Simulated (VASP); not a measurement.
The system is Ta3Ti.

```
CELL_PARAMETERS angstrom
-1.93603 1.93603 4.32463
1.93603 -1.93603 4.32463
1.93603 1.93603 -4.32463
ATOMIC_POSITIONS crystal
Ti 0.00000 0.00000 0.00000
Ta 0.50000 0.50000 0.00000
Ta 0.25000 0.75000 0.50000
Ta 0.75000 0.25000 0.50000
```

```yaml
Program: VASP 6.6.1
Task: relaxation of cell and atoms
Functional: PBE
Potentials_or_basis: VASP PAW PBE potentials, release 64 (Ti_sv, Ta_pv)
Cutoff: 600 eV
k_mesh: 6 × 6 × 6
Occupations: gaussian, width 0.1 eV
Spin: no spin polarisation
```

At the start: pressure 24.8 GPa; volume 16.21 Å³/atom.

Where does the relaxation end?

Over 9 steps the energy falls by 161.6 meV/atom and the volume is 18.17 Å³/atom (+12.1 %); space group I4/mmm (No. 139, to 0.1 Å) before and after.

Step by step:
| step | energy change (eV) | largest force (eV/Å) | pressure (GPa) | volume (Å³) |
| --- | --- | --- | --- | --- |
| 1 | 0.0000 | 0.0000 | 24.83 | 64.84 |
| 2 | 1.0856 | 0.0000 | -24.88 | 91.34 |
| 3 | -0.6009 | 0.0000 | -1.59 | 73.73 |
| 4 | -0.6031 | 0.0000 | -0.51 | 73.25 |
| 5 | -0.6030 | 0.0000 | -0.12 | 73.07 |
| 6 | -0.6315 | 0.0000 | 0.06 | 72.90 |
| 7 | -0.6054 | 0.0000 | 1.04 | 72.24 |
| 8 | -0.6461 | 0.0000 | 0.29 | 72.69 |
| 9 | -0.6463 | 0.0000 | 0.31 | 72.67 |

Final structure:
```cif
data_structure
_symmetry_space_group_name_H-M 'P 1'
_symmetry_Int_Tables_number 1
_cell_length_a 5.4458
_cell_length_b 5.4458
_cell_length_c 5.4458
_cell_angle_alpha 137.575
_cell_angle_beta 137.575
_cell_angle_gamma 61.555
_cell_volume 72.67
loop_
_atom_site_label
_atom_site_type_symbol
_atom_site_fract_x
_atom_site_fract_y
_atom_site_fract_z
_atom_site_occupancy
Ti1 Ti 0.00000 0.00000 0.00000 1
Ta1 Ta 0.50000 0.50000 0.00000 1
Ta2 Ta 0.25000 0.75000 0.50000 1
Ta3 Ta 0.75000 0.25000 0.50000 1
```
